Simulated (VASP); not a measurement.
# ScAgTe2 (R-3m) in VASP: single point with PBEsol

Aim: the single point of ScAgTe2 with PBEsol.

Everything below comes from runs of VASP 6.6.1. Logs are shortened: lines on timing, memory, paths and dates and some standing lists are left out, and cuts for length are marked.

### Step 1. The cell of the first run

It takes space group R-3m (No. 166, trigonal). Conventional cell: a = 4.212 Å, b = 4.212 Å, c = 21.017 Å, α = 90.00°, β = 90.00°, γ = 120.00°. Ag (site symmetry -3m) has 6 Te at 3.04 Å within 4.0 Å. Within 3.9 Å of Sc (site symmetry -3m) lie 6 Te at 2.95 Å. Te (site symmetry 3m) has 3 Sc at 2.95 Å and 3 Ag at 3.04 Å within 3.9 Å.

### Step 2. Single point, PBEsol

Contents of INCAR:

```
SYSTEM = ScAgTe2
ALGO     = Normal         ! electronic algorithm
EDIFF    = 1E-6           ! SCF threshold, eV
ENCUT    = 520            ! plane-wave cutoff, eV
GGA      = PS             ! functional
ISIF     = 2              ! what is computed and relaxed
ISMEAR   = 0              ! smearing method
LASPH    = .TRUE.         ! aspherical terms in the spheres
LCHARG   = .FALSE.        ! write CHGCAR
LREAL    = .FALSE.        ! projectors in reciprocal space
LWAVE    = .FALSE.        ! write WAVECAR
NBANDS   = 25             ! bands
NELM     = 100            ! most SCF steps
PREC     = Accurate       ! precision mode
SIGMA    = 0.01           ! smearing width, eV
```

Contents of KPOINTS:

```
k-points
0
G
  6 6 6
  0 0 0
```

Contents of POSCAR:

```
ScAgTe2
1.0
    2.1060068629      1.2159036292      7.0056316329
   -2.1060068629      1.2159036292      7.0056316329
    0.0000000000     -2.4318072584      7.0056316329
Ag Sc Te
1 1 2
Direct
    1.0000000000      0.0000000000      0.0000000000
    0.5000000000      0.5000000000      0.5000000000
    0.2465396917      0.2465396917      0.2465396917
    0.7534603083      0.7534603083      0.7534603083
```

Potentials or basis: VASP PAW PBE potentials, release 64 (Ag, Sc_sv, Te).

Started as:

```
cat potpaw_PBE.64/Ag/POTCAR potpaw_PBE.64/Sc_sv/POTCAR potpaw_PBE.64/Te/POTCAR > POTCAR
mpirun -np 1 vasp_std > vasp.out
```

OUTCAR:

```text
SYSTEM = ScAgTe2
   EDIFF = 1E-6
   ENCUT = 520
   GGA = PS
   ISIF = 2
   ISMEAR = 0
   LASPH = .TRUE.
   LREAL = .FALSE.
   NELM = 100
   PREC = Accurate

 ion  position               nearest neighbor table
   1  0.000  0.000  0.000-   4 3.04   3 3.04   4 3.04   4 3.04   3 3.04   3 3.04
   2  0.500  0.500  0.500-   3 2.95   4 2.95   3 2.95   3 2.95   4 2.95   4 2.95
   3  0.247  0.247  0.247-   2 2.95   2 2.95   2 2.95   1 3.04   1 3.04   1 3.04
   4  0.753  0.753  0.753-   2 2.95   2 2.95   2 2.95   1 3.04   1 3.04   1 3.04

  LATTYP: Found a trigonal (rhomboedric) cell.
 ALAT       =     7.4156969408
 COS(alpha) =     0.8386958230

  Lattice vectors:

 A1 = (   2.1060068629,   1.2159036292,   7.0056316329)
 A2 = (  -2.1060068629,   1.2159036292,   7.0056316329)
 A3 = (   0.0000000000,  -2.4318072584,   7.0056316329)

Analysis of symmetry for initial positions (statically):
=====================================================================
 Subroutine PRICEL returns:
 Original cell was already a primitive cell.

 Routine SETGRP: Setting up the symmetry group for a
 trigonal (rhombohedral) supercell.

 Subroutine GETGRP returns: Found 12 space group operations
 (whereof 12 operations were pure point group operations)
 out of a pool of 12 trial point group operations.

The static configuration has the point symmetry D_3d.

Analysis of symmetry for dynamics (positions and initial velocities):
=====================================================================
 Subroutine PRICEL returns:
 Original cell was already a primitive cell.

 Routine SETGRP: Setting up the symmetry group for a
 trigonal (rhombohedral) supercell.

 Subroutine GETGRP returns: Found 12 space group operations
 (whereof 12 operations were pure point group operations)
 out of a pool of 12 trial point group operations.

The dynamic configuration has the point symmetry D_3d.

 Subroutine INISYM returns: Found 12 space group operations
 (whereof 12 operations are pure point group operations),
 and found     1 'primitive' translations

----------------------------------------------------------------------------------------

                                     Primitive cell

  volume of cell :     107.6360

  direct lattice vectors                    reciprocal lattice vectors
     2.106006863  1.215903629  7.005631633     0.237416130  0.137072267  0.047580768
    -2.106006863  1.215903629  7.005631633    -0.237416130  0.137072267  0.047580768
     0.000000000 -2.431807258  7.005631633     0.000000000 -0.274144534  0.047580768

  length of vectors
     7.415696941  7.415696941  7.415696941     0.278242978  0.278242978  0.278242978

  position of ions in fractional coordinates (direct lattice)
     0.000000000  0.000000000  0.000000000
     0.500000000  0.500000000  0.500000000
     0.246539692  0.246539692  0.246539692
     0.753460308  0.753460308  0.753460308

  ion indices of the primitive-cell ions
   primitive index   ion index
                 1           1
                 2           2
                 3           3
                 4           4

----------------------------------------------------------------------------------------

 KPOINTS: k-points

Automatic generation of k-mesh.
 Grid dimensions read from file:
 generate k-points for:    6    6    6

 Generating k-lattice:

  Cartesian coordinates                     Fractional coordinates (reciprocal lattice)
     0.039569355  0.022845378  0.007930128     0.166666667  0.000000000  0.000000000
    -0.039569355  0.022845378  0.007930128     0.000000000  0.166666667  0.000000000
     0.000000000 -0.045690756  0.007930128     0.000000000  0.000000000  0.166666667

  Length of vectors
     0.046373830  0.046373830  0.046373830

  Shift w.r.t. Gamma in fractional coordinates (k-lattice)
     0.000000000  0.000000000  0.000000000

 Subroutine IBZKPT returns following result:
 ===========================================

 Found     32 irreducible k-points:

 Following reciprocal coordinates:
            Coordinates               Weight
  0.000000  0.000000  0.000000      1.000000
  0.166667 -0.000000  0.000000      6.000000
  0.333333  0.000000  0.000000      6.000000
  0.500000  0.000000  0.000000      3.000000
  0.166667  0.166667  0.000000      6.000000
  0.333333  0.166667  0.000000     12.000000
[... 16 lines left out ...]
  0.500000  0.500000  0.166667      6.000000
 -0.333333  0.500000  0.166667     12.000000
 [... further k-points ...]
   k-points           NKPTS =     32   k-points in BZ     NKDIM =     32   number of bands    NBANDS=     25
   number of dos      NEDOS =    301   number of ions     NIONS =      4
   total plane-waves  NPLWV = 175616
   dimension x,y,z NGX =    56 NGY =   56 NGZ =   56
   dimension x,y,z NGXF=   112 NGYF=  112 NGZF=  112
   ions per type =               1   1   2
   NGX,Y,Z   is equivalent  to a cutoff of  12.55, 12.55, 12.55 a.u.
   NGXF,Y,Z  is equivalent  to a cutoff of  25.11, 25.11, 25.11 a.u.
 SYSTEM =  ScAgTe2
   PREC   = accura    normal or accurate (medium, high low for compatibility)
   ISTART =      0    job   : 0-new  1-cont  2-samecut
   ICHARG =      2    charge: 1-file 2-atom 10-const
   ISPIN  =      1    spin polarized calculation?
   LNONCOLLINEAR =      F non collinear calculations
   LSORBIT =      F    spin-orbit coupling
   LASPH  =      T    aspherical Exc in radial PAW
   ENCUT  =  520.0 eV  38.22 Ry    6.18 a.u.  13.79 13.79 13.79*2*pi/ulx,y,z
   NELM   =    100;   NELMIN=  2; NELMDL= -5     # of ELM steps
   EDIFF  = 0.1E-05   stopping-criterion for ELM
   LREAL  =      F    real-space projection
   EDIFFG = 0.1E-04   stopping-criterion for IOM
   NSW    =      0    number of steps for IOM
   IBRION =     -1    ionic relax: 0-MD 1-quasi-New 2-CG
   NFREE  =      0    steps in history (QN), initial steepest desc. (CG)
   ISIF   =      2    stress and relaxation
   ISYM   =      2    0-nonsym 1-usesym 2-fastsym
   POTIM  = 0.5000    time-step for ionic-motion
   TEBEG  =    0.0;   TEEND  =   0.0 temperature during run
   PSTRESS=    0.0 pullay stress
   NELECT =      34.0000    total number of electrons
   NUPDOWN=      -1.0000    fix difference up-down
   EMIN   =  10.00;   EMAX   =-10.00  energy-range for DOS
   EFERMI =   0.00;   METHOD = LEGACY
   ISMEAR =     0;   SIGMA  =   0.01  broadening in eV -4-tet -1-fermi 0-gaus
   EFERMI_NEDOS =   21; number of points for ismear=-14 and -15
   IALGO  =     38    algorithm
   IMIX   =      4    mixing-type and parameters
     AMIX     =   0.40;   BMIX     =  1.00
     AMIX_MAG =   1.60;   BMIX_MAG =  1.00
  volume/ion in A,a.u.               =      26.91       181.59
  Fermi-wavevector in a.u.,A,eV,Ry     =   1.114933  2.106917 16.913060  1.243075
  Thomas-Fermi vector in A             =   2.251532
   LORBIT       =      0    0 simple, 1 ext, 2 COOP (PROOUT), +10 PAW based schemes
   GGA     = PS    functional components
   LHFCALC =     F    Hartree Fock is set to
   AEXX    =    0.0000 exact exchange contribution
   IVDW    =     0    specifies the selected vdW correction
   LEPSILON=     F    determine dielectric tensor
   LRPA    =     F    only Hartree local field effects (RPA)
 non-spin polarized calculation
 Gauss-broadening in eV      SIGMA  =   0.01
  energy-cutoff  :      520.00
  volume of cell :      107.64
 maximum number of plane-waves:      2913
   NGX = 27   NGY = 27   NGZ = 27

 number of electron      34.0000001 magnetization

 Free energy of the ion-electron system (eV)
  ---------------------------------------------------
  ext. energy  EPLUGINS =         0.00000000
  ---------------------------------------------------
  free energy    TOTEN  =       -19.69328048 eV

  energy without entropy =      -19.69328048  energy(sigma->0) =      -19.69328048

 E-fermi :   6.0006     XC(G=0):  -9.9628

 val. band max:        5.8708485224   @ k =   0.5000   0.5000   0.5000
 cond. band min:       6.0996299779   @ k =   0.5000   0.5000   0.0000
 fundamental gap:      0.2287814555
 Fermi energy:         6.0005844275

 k-point     1 :       0.0000    0.0000    0.0000
  band No.  band energies     occupation
      1     -44.4581      2.00000
      2     -23.1650      2.00000
      3     -23.1432      2.00000
      4     -23.1432      2.00000
      5      -6.1185      2.00000
      6      -5.0407      2.00000
[... 17 lines left out ...]
     24       8.9093      0.00000
     25      10.9563      0.00000

 k-point     2 :       0.1667   -0.0000    0.0000
  band No.  band energies     occupation
      1     -44.4578      2.00000
      2     -23.1635      2.00000
      3     -23.1499      2.00000
      4     -23.1447      2.00000
      5      -5.9112      2.00000
      6      -4.9999      2.00000
[... 17 lines left out ...]
     24       9.9335      0.00000
     25      11.3909      0.00000

 k-point     3 :       0.3333    0.0000    0.0000
  band No.  band energies     occupation
      1     -44.4570      2.00000
      2     -23.1637      2.00000
      3     -23.1601      2.00000
      4     -23.1477      2.00000
      5      -5.4156      2.00000
      6      -4.9192      2.00000
[... 17 lines left out ...]
     24      10.1066      0.00000
     25      11.1338      0.00000

 k-point     4 :       0.5000    0.0000    0.0000
  band No.  band energies     occupation
      1     -44.4567      2.00000
      2     -23.1702      2.00000
      3     -23.1587      2.00000
      4     -23.1492      2.00000
      5      -5.0036      2.00000
      6      -4.9906      2.00000
[... 17 lines left out ...]
     24       9.5898      0.00000
     25      11.1426      0.00000

 k-point     5 :       0.1667    0.1667    0.0000
  band No.  band energies     occupation
      1     -44.4578      2.00000
      2     -23.1635      2.00000
      3     -23.1499      2.00000
      4     -23.1447      2.00000
      5      -5.8930      2.00000
      6      -5.0288      2.00000
[... 17 lines left out ...]
     24       9.9090      0.00000
     25      11.1295      0.00000

 k-point     6 :       0.3333    0.1667    0.0000
  band No.  band energies     occupation
      1     -44.4572      2.00000
      2     -23.1612      2.00000
      3     -23.1587      2.00000
      4     -23.1482      2.00000
      5      -5.5294      2.00000
      6      -4.9705      2.00000
[... 17 lines left out ...]
     24      10.7539      0.00000
     25      11.2018      0.00000
[... 393 lines left out ...]
 k-point    21 :      -0.3333    0.3333    0.1667
  band No.  band energies     occupation
      1     -44.4567      2.00000
      2     -23.1666      2.00000
      3     -23.1588      2.00000
      4     -23.1527      2.00000
      5      -5.0509      2.00000
      6      -4.9428      2.00000
[... 17 lines left out ...]
     24      10.0050      0.00000
     25      11.1826      0.00000

 k-point    22 :      -0.1667    0.3333    0.1667
  band No.  band energies     occupation
      1     -44.4567      2.00000
      2     -23.1666      2.00000
      3     -23.1588      2.00000
      4     -23.1527      2.00000
      5      -5.0930      2.00000
      6      -4.9030      2.00000
[... 17 lines left out ...]
     24       9.7002      0.00000
     25      11.5064      0.00000

 k-point    23 :       0.5000    0.5000    0.1667
  band No.  band energies     occupation
      1     -44.4570      2.00000
      2     -23.1637      2.00000
      3     -23.1601      2.00000
      4     -23.1477      2.00000
      5      -5.2602      2.00000
      6      -5.0935      2.00000
[... 17 lines left out ...]
     24       9.5805      0.00000
     25      11.3590      0.00000

 k-point    24 :      -0.3333    0.5000    0.1667
  band No.  band energies     occupation
      1     -44.4567      2.00000
      2     -23.1666      2.00000
      3     -23.1588      2.00000
      4     -23.1527      2.00000
      5      -5.0239      2.00000
      6      -4.9686      2.00000
[... 17 lines left out ...]
     24       9.7102      0.00000
     25      11.0357      0.00000

 [... further k-points ...]

------------------------ aborting loop because EDIFF is reached ----------------------------------------

  FORCE on cell =-STRESS in cart. coord.  units (eV):
  Direction    XX          YY          ZZ          XY          YZ          ZX
  --------------------------------------------------------------------------------------
  -------------------------------------------------------------------------------------
  Total       -1.6985631     -1.6985631     -1.7897559     -0.0000000      0.0000000      0.0000000
  in kB      -25.2833595    -25.2833595    -26.6407780     -0.0000000      0.0000000      0.0000000
  external PRESSURE =     -25.7358324 kB  Pullay stress =       0.0000000 kB

 VOLUME and BASIS-vectors are now :
 -----------------------------------------------------------------------------
  energy-cutoff  :      520.00
  volume of cell :      107.64
      direct lattice vectors                 reciprocal lattice vectors
     2.106006863  1.215903629  7.005631633     0.237416130  0.137072267  0.047580768
    -2.106006863  1.215903629  7.005631633    -0.237416130  0.137072267  0.047580768
     0.000000000 -2.431807258  7.005631633     0.000000000 -0.274144534  0.047580768

 POSITION                                       TOTAL-FORCE (eV/Angst)
 -----------------------------------------------------------------------------------
      0.00000      0.00000      0.00000         0.000000      0.000000     -0.000000
      0.00000      0.00000     10.50845        -0.000000      0.000000     -0.000000
      0.00000      0.00000      5.18150         0.000000     -0.000000      0.137679
      0.00000      0.00000     15.83540         0.000000     -0.000000     -0.137679
 -----------------------------------------------------------------------------------
    total drift:                               -0.000000     -0.000000      0.000000

  FREE ENERGIE OF THE ION-ELECTRON SYSTEM (eV)
  ---------------------------------------------------
  free  energy   TOTEN  =       -19.6932804837 eV

  energy  without entropy=      -19.6932804837  energy(sigma->0) =      -19.69328048
```

Run time: 2.1 min. Hardware: 1 thread of Intel Xeon 6975P-C (Granite Rapids), shared host; peak memory 0.45 GiB.

Results:

| Property | Result |
| --- | --- |
| Free energy | -19.6933 eV |
| Pressure | -2.6 GPa |
| Largest force | 0.138 eV/Å |
| Band gap on the k mesh | 0.23 eV (least direct gap 0.80 eV) |

Forces on the atoms (eV/Å):
```
Ag   0.000  0.000  0.000
Sc   0.000  0.000  0.000
Te   0.000  0.000  0.138
Te   0.000  0.000 -0.138
```

Stress tensor (GPa, compression positive):
```
-2.53  0.00  0.00
 0.00 -2.53  0.00
 0.00  0.00 -2.66
```

Caveat: semilocal functionals underestimate gaps, and a narrow one can read as zero; the PAW data sets were made with another functional, which shifts forces and pressure a little; spin-orbit coupling is left out, which moves the levels of the heavy elements. A k mesh can miss the band edges.
